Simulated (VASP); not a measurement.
A run of VASP 6.6.1:

Contents of POSCAR:

```
LiBr
1.0
    0.0000000000      2.7544466701      2.7544466701
    2.7544466701      0.0000000000      2.7544466701
    2.7544466701      2.7544466701      0.0000000000
Li Br
1 1
Direct
    0.0000000000      0.0000000000      0.0000000000
    0.5000000000      0.5000000000      0.5000000000
```

File INCAR.step1:

```
PREC     = Accurate       # precision mode
ENCUT    = 830            # plane-wave cutoff, eV
ISMEAR   = -1             # smearing method
SIGMA    = 0.02           # smearing width, eV
LREAL    = False          # projectors in reciprocal space
LASPH    = True           # aspherical terms in the spheres
NELM     = 120            # most SCF steps
GGA      = PE             # functional
ALGO     = Normal         # electronic algorithm
EDIFF    = 1E-5           # SCF threshold, eV
LWAVE    = True           # write WAVECAR
LCHARG   = False          # write CHGCAR
GGA_COMPAT= False        
IBRION   = 2              # ionic algorithm
ISIF     = 3              # what is computed and relaxed
EDIFFG   = -0.005         # ionic threshold
NELMIN   = 4            
NSW      = 100            # ionic steps
```

Contents of INCAR.step2:

```
PREC     = Accurate       # precision mode
ENCUT    = 830            # plane-wave cutoff, eV
EDIFF    = 1E-7           # SCF threshold, eV
ISMEAR   = -1             # smearing method
SIGMA    = 0.02           # smearing width, eV
LREAL    = False          # projectors in reciprocal space
LASPH    = True           # aspherical terms in the spheres
NELM     = 120            # most SCF steps
ALGO     = Normal         # electronic algorithm
ISIF     = 3              # what is computed and relaxed
LWAVE    = False          # write WAVECAR
LCHARG   = False          # write CHGCAR
METAGGA  = R2SCAN         # meta-GGA
LMIXTAU  = True         
IBRION   = 2              # ionic algorithm
NSW      = 80             # ionic steps
EDIFFG   = -0.005         # ionic threshold
ISTART   = 1            
GGA_COMPAT= False        
NELMIN   = 4
```

File KPOINTS:

```
regular mesh
0
Gamma
  8 8 8
```

Potentials or basis: VASP PAW PBE potentials, release 64 (Li_sv, Br).

Command:

```console
$ cat potpaw_PBE.64/Li_sv/POTCAR potpaw_PBE.64/Br/POTCAR > POTCAR
$ cp INCAR.step1 INCAR
$ mpirun -np 1 vasp_std > vasp.out
$ cp INCAR.step2 INCAR
$ mpirun -np 1 vasp_std > vasp.out
```

Hardware: 1 thread of Intel Xeon 8259CL (shared host).

Question: Estimate the wall time of this run.

Answer: It took 10 min on 1 thread of Intel Xeon 8259CL, on a shared host, peak memory 0.28 GiB. Counts: k points 29, ion steps 5.
